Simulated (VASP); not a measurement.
A run of VASP 6.6.1 is set up as follows.

File INCAR:

```
SYSTEM = Ru
ALGO = Fast
EDIFF = 1E-6
ENCUT = 520
GGA = PE
ISIF = 2
ISMEAR = 0
LASPH = .TRUE.
LCHARG = .TRUE.
LELF = .TRUE.
LREAL = .FALSE.
LVHAR = .TRUE.
LWAVE = .FALSE.
NBANDS = 21
NELM = 60
PREC = Accurate
SIGMA = 0.15
```

File KPOINTS:

```
k-points
0
G
  24 24 14
  0 0 0
```

File POSCAR:

```
Ru
1.0
    2.8560263454      0.0000000000      0.0000000000
   -1.4280131727      2.4733913690      0.0000000000
    0.0000000000      0.0000000000      4.1893502591
Ru
2
Direct
    0.3333333333      0.6666666667      0.2500000000
    0.6666666667      0.3333333333      0.7500000000
```

Potentials or basis: VASP PAW PBE potentials, release 64 (Ru_pv).

Launch:

```sh
$ cat potpaw_PBE.64/Ru_pv/POTCAR > POTCAR
$ mpirun -np 1 vasp_std > vasp.out
```

Task: Estimate the band gap on the k mesh.

Result: Zero (bands 14 and 15 overlap by 2.64 eV).

Task: What does it give for the pressure?

Result: -16.6 GPa.

Stress tensor (GPa, compression positive):
```
-24.09   0.00   0.00
  0.00 -24.09   0.00
  0.00   0.00  -1.73
```

Caveat: the cell differs from its parent crystal (strain +0.050 along x and y, -0.025 along z); the cell stands under tension.
